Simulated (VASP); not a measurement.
# Au in VASP: notebook

Au is run at these levels: PBE; tasks: single point.

Program: VASP 6.6.1. These are calculated values, not measurements. Logs are shortened: lines on timing, memory, paths and dates and some standing lists are left out, and cuts for length are marked.

### Step 1. The cell of the first run

The cell holds a slab with vacuum, 5 atoms: a = 2.940 Å, b = 2.940 Å, c = 25.602 Å, α = 90.00°, β = 90.00°, γ = 120.00°.

### Step 2. Single point, PBE

Contents of INCAR:

```
SYSTEM = Au
PREC = Accurate
ENCUT = 520
EDIFF = 1E-6
ISMEAR = -1
SIGMA = 0.05
LREAL = .False.
LASPH = .True.
NELM = 60
ALGO = Normal
ISIF = 2
LWAVE = .False.
LCHARG = .False.
LDIPOL = .True.
IDIPOL = 3
DIPOL = 0.5 0.5 0.500
GGA = PE
NBANDS = 36
```

Contents of KPOINTS:

```
Automatic mesh
0
Gamma
  13 13 1
  0 0 0
```

Contents of POSCAR:

```
Au
1.0
    2.9400990585      0.0000000000      0.0000000000
   -1.4700495293      2.5462004743      0.0000000000
    0.0000000000      0.0000000000     25.6023000000
Au
5
Direct
    0.8333333333      0.1666666667      0.3116790872
    0.1666666667      0.8333333333      0.4064569804
    0.5000000000      0.5000000000      0.4999999978
    0.8333333333      0.1666666667      0.5935430245
    0.1666666667      0.8333333333      0.6883209101
```

Potentials or basis: VASP PAW PBE potentials, release 64 (Au).

Run with:

```console
> cat potpaw_PBE.64/Au/POTCAR > POTCAR
> mpirun -np 1 vasp_std > vasp.out
```

OUTCAR:

```text
SYSTEM = Au
   PREC = Accurate
   ENCUT = 520
   EDIFF = 1E-6
   ISMEAR = -1
   LREAL = .False.
   LASPH = .True.
   NELM = 60
   ISIF = 2
   GGA = PE

 ion  position               nearest neighbor table
   1  0.833  0.167  0.312-   2 2.96   2 2.96   2 2.96
   2  0.167  0.833  0.406-   3 2.94   3 2.94   3 2.94   1 2.96   1 2.96   1 2.96
   3  0.500  0.500  0.500-   2 2.94   2 2.94   2 2.94   4 2.94   4 2.94   4 2.94
   4  0.833  0.167  0.594-   3 2.94   3 2.94   3 2.94   5 2.96   5 2.96   5 2.96
   5  0.167  0.833  0.688-   4 2.96   4 2.96   4 2.96

  LATTYP: Found a hexagonal cell.
 ALAT       =     2.9400990585
 C/A-ratio  =     8.7079719052

  Lattice vectors:

 A1 = (   2.9400990585,   0.0000000000,   0.0000000000)
 A2 = (  -1.4700495293,   2.5462004743,   0.0000000000)
 A3 = (   0.0000000000,   0.0000000000,  25.6023000000)

Analysis of symmetry for initial positions (statically):
=====================================================================
 Subroutine PRICEL returns:
 Original cell was already a primitive cell.

 Routine SETGRP: Setting up the symmetry group for a
 hexagonal supercell.

 Subroutine GETGRP returns: Found 12 space group operations
 (whereof  4 operations were pure point group operations)
 out of a pool of 24 trial point group operations.

The static configuration has the point symmetry C_2h.
 The point group associated with its full space group is D_3d.

Analysis of symmetry for dynamics (positions and initial velocities):
=====================================================================
 Subroutine PRICEL returns:
 Original cell was already a primitive cell.

 Routine SETGRP: Setting up the symmetry group for a
 hexagonal supercell.

 Subroutine GETGRP returns: Found 12 space group operations
 (whereof  4 operations were pure point group operations)
 out of a pool of 24 trial point group operations.

The dynamic configuration has the point symmetry C_2h.
 The point group associated with its full space group is D_3d.

 Subroutine INISYM returns: Found 12 space group operations
 (whereof  4 operations are pure point group operations),
 and found     1 'primitive' translations

----------------------------------------------------------------------------------------

                                     Primitive cell

  volume of cell :     191.6609

  direct lattice vectors                    reciprocal lattice vectors
     2.940099058  0.000000000  0.000000000     0.340124594  0.196371026  0.000000000
    -1.470049529  2.546200474  0.000000000     0.000000000  0.392742052  0.000000000
[... 96 lines left out ...]
   TEBEG  =    0.0;   TEEND  =   0.0 temperature during run
   PSTRESS=    0.0 pullay stress
   NELECT =      55.0000    total number of electrons
   NUPDOWN=      -1.0000    fix difference up-down
   EMIN   =  10.00;   EMAX   =-10.00  energy-range for DOS
   EFERMI =   0.00;   METHOD = LEGACY
   ISMEAR =    -1;   SIGMA  =   0.05  broadening in eV -4-tet -1-fermi 0-gaus
   EFERMI_NEDOS =   21; number of points for ismear=-14 and -15
   IALGO  =     38    algorithm
   IMIX   =      4    mixing-type and parameters
     AMIX     =   0.40;   BMIX     =  1.00
     AMIX_MAG =   1.60;   BMIX_MAG =  1.00
  volume/ion in A,a.u.               =      38.33       258.68
  Fermi-wavevector in a.u.,A,eV,Ry     =   1.079820  2.040563 15.864535  1.166010
  Thomas-Fermi vector in A             =   2.215795
   LORBIT       =      0    0 simple, 1 ext, 2 COOP (PROOUT), +10 PAW based schemes
   GGA     = PE    functional components
   LHFCALC =     F    Hartree Fock is set to
   AEXX    =    0.0000 exact exchange contribution
   IVDW    =     0    specifies the selected vdW correction
   LEPSILON=     F    determine dielectric tensor
   LRPA    =     F    only Hartree local field effects (RPA)
 non-spin polarized calculation
  energy-cutoff  :      520.00
  volume of cell :      191.66
 maximum number of plane-waves:      5247
 NGX is ok and might be reduce to    24
   NGX = 11   NGY = 11   NGZ = 95

 number of electron      54.9999998 magnetization

 dipolmoment           0.000000      0.000000     -0.000000 electrons x Angstroem

 Free energy of the ion-electron system (eV)
  ---------------------------------------------------
  ext. energy  EPLUGINS =         0.00000000
  ---------------------------------------------------
  free energy    TOTEN  =       -15.46161718 eV

  energy without entropy =      -15.44992592  energy(sigma->0) =      -15.45577155

 E-fermi :   1.3672     XC(G=0):  -6.4438

 val. band max:        1.3020462252   @ k =   0.4615   0.0000   0.0000
 cond. band min:       1.4067202234   @ k =   0.1538  -0.0000   0.0000
 fundamental gap:      0.1046739983
 Fermi energy:         1.3671817149

 k-point     1 :       0.0000    0.0000    0.0000
  band No.  band energies     occupation
      1      -7.7620      2.00000
      2      -6.8936      2.00000
      3      -6.0008      2.00000
      4      -5.4511      2.00000
      5      -5.4184      2.00000
      6      -3.2423      2.00000
[... 808 lines left out ...]
     35       7.2415      0.00000
     36       7.7512      0.00000

------------------------ aborting loop because EDIFF is reached ----------------------------------------

 vacuum level on the upper side and lower side of the slab       (xc-potential included)        -0.010        -0.010

  FORCE on cell =-STRESS in cart. coord.  units (eV):
  Direction    XX          YY          ZZ          XY          YZ          ZX
  --------------------------------------------------------------------------------------
  -------------------------------------------------------------------------------------
  Total       -2.8678355     -2.8678355     -0.1394588      0.0000000      0.0000000     -0.0000000
  in kB      -23.9734910    -23.9734910     -1.1657974      0.0000000      0.0000000     -0.0000000
  external PRESSURE =     -16.3709264 kB  Pullay stress =       0.0000000 kB

 VOLUME and BASIS-vectors are now :
 -----------------------------------------------------------------------------
  energy-cutoff  :      520.00
  volume of cell :      191.66
      direct lattice vectors                 reciprocal lattice vectors
     2.940099058  0.000000000  0.000000000     0.340124594  0.196371026  0.000000000
    -1.470049529  2.546200474  0.000000000     0.000000000  0.392742052  0.000000000
     0.000000000  0.000000000 25.602300000     0.000000000  0.000000000  0.039058991

 POSITION                                       TOTAL-FORCE (eV/Angst)
 -----------------------------------------------------------------------------------
      2.20507      0.42437      7.97970         0.000000     -0.000000      0.008042
     -0.73502      2.12183     10.40623         0.000000      0.000000      0.000618
      0.73502      1.27310     12.80115        -0.000000      0.000000      0.000000
      2.20507      0.42437     15.19607         0.000000     -0.000000     -0.000618
     -0.73502      2.12183     17.62260        -0.000000      0.000000     -0.008042
 -----------------------------------------------------------------------------------
    total drift:                               -0.000000      0.000000     -0.000002

  FREE ENERGIE OF THE ION-ELECTRON SYSTEM (eV)
  ---------------------------------------------------
  free  energy   TOTEN  =       -15.4616171763 eV

  energy  without entropy=      -15.4499259217  energy(sigma->0) =      -15.45577155

 vacuum level on the upper side and lower side of the slab         6.444         6.444
```

stdout:

```text
POSCAR found type information on POSCAR Au
 POSCAR found :  1 types and       5 ions
 scaLAPACK will be used
 LDA part: xc-table for (Slater+PW92), standard interpolation
 POSCAR, INCAR and KPOINTS ok, starting setup
 FFT: planning ... GRIDC
 FFT: planning ... GRID_SOFT
 FFT: planning ... GRID
 WAVECAR not read
 entering main loop
```

Run time: 3.1 min. Hardware: 1 thread of Intel Xeon 6975P-C (Granite Rapids), shared host; peak memory 0.36 GiB.

What came out:

- Free energy: -15.4616 eV
- Largest force: 0.008 eV/Å
- Band gap on the k mesh: zero (an odd number of electrons rules out a gap without spin polarisation)

Forces in eV/Å, atoms in the order of the input:
```
Au   0.000  0.000  0.008
Au   0.000  0.000  0.001
Au   0.000  0.000  0.000
Au   0.000  0.000 -0.001
Au   0.000  0.000 -0.008
```

Levels at points of the mesh, in eV from the Fermi level:
```tsv
k point	band 26	band 27	band 28	band 29	band 30	band 31
(0.00, 0.00, 0.00)	-2.28	-2.28	-2.08	-2.08	-0.95	0.07
```

Caveat: spin-orbit coupling is left out, which moves the levels of the heavy elements.

### Step 3. Single point, PBE

Contents of INCAR:

```
  PREC = Accurate
  ENCUT = 520
  EDIFF = 1E-6
  ISMEAR = -1
  SIGMA = 0.05
  LREAL = False
  LASPH = True
  NELM = 60
  ALGO = Normal
  ISIF = 2
  LWAVE = False
  LCHARG = False
  LDIPOL = True
  IDIPOL = 3
  DIPOL = 0.5 0.5 0.500
  GGA = PE
  NBANDS = 36
```

Contents of KPOINTS:

```
regular mesh
0
Gamma
  13 13 1
```

POSCAR is that of step 2.

Potentials or basis: VASP PAW PBE potentials, release 64 (Au).

Run with:

```console
> cat potpaw_PBE.64/Au/POTCAR > POTCAR
> mpirun -np 1 vasp_std > vasp.out
```

Wall time 2.9 min (1 thread of Intel Xeon 6975P-C (Granite Rapids), shared host); peak memory 0.36 GiB.

The run converged. Its results:

```
Free energy            : -15.4616 eV
Largest force          : 0.008 eV/Å
Band gap on the k mesh : zero (an odd number of electrons rules out a gap without spin polarisation)
```

Forces on the atoms (eV/Å):
```
Au   0.000  0.000  0.008
Au   0.000  0.000  0.001
Au   0.000  0.000  0.000
Au   0.000  0.000 -0.001
Au   0.000  0.000 -0.008
```

Levels at points of the mesh, in eV from the Fermi level:
```
           k point  band 24  band 25  band 26  band 27  band 28  band 29  band 30  band 31  band 32  band 33
(0.00, 0.00, 0.00)    -2.68    -2.68    -2.28    -2.28    -2.08    -2.08    -0.95     0.07     4.15     4.93
```

Caveat: spin-orbit coupling is left out, which moves the levels of the heavy elements.
